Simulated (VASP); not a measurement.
CuI, 4 atoms in the cell. Symmetry: R-3m, No. 166, trigonal system. The conventional cell has a = 4.217 Å, b = 4.217 Å, c = 19.879 Å, α = 90.00°, β = 90.00°, γ = 120.00°. Within 3.4 Å of Cu (site symmetry 3m) lie 4 I at 2.55 to 2.57 Å and 3 Cu at 2.85 Å. Within 3.4 Å of I (site symmetry -3m) lie 2 Cu at 2.57 Å. I (site symmetry -3m) has 6 Cu at 2.55 Å within 3.4 Å. 

```yaml
Program: VASP 6.6.1
Task: single point
Functional: LDA
Potentials_or_basis: VASP PAW LDA potentials, release 64 (Cu, I)
Cutoff: 520 eV
k_mesh: 6 × 6 × 6
Occupations: gaussian, width 0.02 eV
Spin: no spin polarisation
Dipole_correction: no
Further_INCAR_settings: ALGO = Normal; EDIFF = 1e-07; NBANDS = 26
```

Potentials or basis: VASP PAW LDA potentials, release 64 (Cu, I).

The run is started by

```console
$ cat potpaw_LDA.64/Cu/POTCAR potpaw_LDA.64/I/POTCAR > POTCAR
$ mpirun -np 1 vasp_std > vasp.out
```

Hardware: 1 thread of Intel Xeon 8259CL (shared host).

Task: How long does it take, and how much memory?

Result: Run time: 6.8 min on 1 thread of Intel Xeon 8259CL (shared host), peak memory 0.34 GiB. Counts: scf iterations 17, k points 32.
